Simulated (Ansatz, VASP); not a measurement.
One calculation of SiO2, two programs

The input INCAR:

```
SYSTEM = SiO2
PREC     = Accurate       ! precision mode
ENCUT    = 520            ! plane-wave cutoff, eV
EDIFF    = 1E-7           ! SCF threshold, eV
ISMEAR   = 0              ! smearing method
SIGMA    = 0.05           ! smearing width, eV
LREAL    = .False.        ! projectors in reciprocal space
LASPH    = .True.         ! aspherical terms in the spheres
NELM     = 100            ! most SCF steps
ALGO     = Normal         ! electronic algorithm
ISIF     = 2              ! what is computed and relaxed
LWAVE    = .False.        ! write WAVECAR
LCHARG   = .True.         ! write CHGCAR
GGA      = CA             ! functional
LELF     = .True.         ! ELF
LVHAR    = .True.       
NBANDS   = 25             ! bands
```

KPOINTS

```
regular mesh
0
Gamma
  6 6 10
  0 0 0
```

File POSCAR:

```
SiO2
1.0
    4.1169743288      0.0000000000      0.0000000000
    0.0000000000      4.1169743288      0.0000000000
    0.0000000000      0.0000000000      2.3639666596
Si O
2 4
Direct
    0.5000000000      0.5000000000      0.5000000000
    0.0000000000      0.0000000000      0.0000000000
    0.6944252994      0.6944252994      0.0000000000
    0.1944252994      0.8055747006      0.5000000000
    0.3055747006      0.3055747006      0.0000000000
    0.8055747006      0.1944252994      0.5000000000
```

Input for Ansatz:

```yaml
crystal:
  lattice:
    - [4.1169743288, 0.0, 0.0]
    - [0.0, 4.1169743288, 0.0]
    - [0.0, 0.0, 2.3639666596]
  atoms:
    - { symbol: Si, position: [0.5, 0.5, 0.5] }
    - { symbol: Si, position: [0.0, 0.0, 0.0] }
    - { symbol: O, position: [0.6944252994, 0.6944252994, 0.0] }
    - { symbol: O, position: [0.1944252994, 0.8055747006, 0.5] }
    - { symbol: O, position: [0.3055747006, 0.3055747006, 0.0] }
    - { symbol: O, position: [0.8055747006, 0.1944252994, 0.5] }
basis:
  ecutwfc: 520.0
kpoints:
  mp_grid: { grid: [6, 6, 10] }
hamiltonian:
  xc: lda
  pseudopotentials: { kind: paw, azcp: { folder: soft_1 } }
scf:
  occupations: { method: gaussian, width: 0.05 }
output:
  forces: true
  stress: true
  eigenvalues: true
```

Alike in both runs: task single point; functional LDA; k mesh 6 × 6 × 10; occupations gaussian, width 0.05 eV; no spin polarisation.

|  | VASP | Ansatz |
| --- | --- | --- |
| version | VASP 6.6.1 | Ansatz 0.2.0 |
| potentials or method | VASP PAW LDA potentials, release 64 (Si, O), cutoff 520 eV | scalar-relativistic, plane waves, PAW |
| valence electrons in the cell | 32 | 32 |

Ansatz gave:

| Item | Value |
| --- | --- |
| gap on the k mesh at the Fermi level (eV) | 8.51 |
| least direct gap on the mesh (eV) | 8.51 |
| rms of the force components (eV/Å) | 0.506 |

Problem. What did VASP give for the same quantities?

Solution. gap on the k mesh at the Fermi level (eV): 8.49; least direct gap on the mesh (eV): 8.49; rms of the force components (eV/Å): 0.555.

Ansatz warns that its potentials were made for another functional, while VASP's fit it. LDA's correlation is that of Perdew and Zunger in VASP and of Perdew and Wang (1992) in Ansatz. Atom by atom the forces differ by 0.050 eV/Å (rms over components).
